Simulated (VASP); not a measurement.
Au, 2 atoms in the cell. The typed cell holds 2 atoms: a = 2.900 Å, b = 2.900 Å, c = 4.880 Å, α = 90.00°, β = 90.00°, γ = 120.00°. 

```yaml
Program: VASP 6.6.1
Task: single point
Functional: PBEsol
Potentials_or_basis: VASP PAW PBE potentials, release 64 (Au)
Cutoff: 520 eV
k_mesh: 8 × 8 × 4
Occupations: gaussian, width 0.05 eV
Spin: no spin polarisation
Dipole_correction: no
Further_INCAR_settings: ALGO = Fast; EDIFF = 1e-06; NBANDS = 18
```

Potentials or basis: VASP PAW PBE potentials, release 64 (Au).

Run with:

```bash
$ cat potpaw_PBE.64/Au/POTCAR > POTCAR
$ mpirun -np 1 vasp_std > vasp.out
```

Hardware: 1 thread of Intel Xeon 8259CL, with other jobs on the host.

Q: How long does it take, and how much memory?

A: Wall time 71 s on 1 thread of Intel Xeon 8259CL, with other jobs on the host, peak memory 0.2 GiB. Counts: scf iterations 12, k points 132.
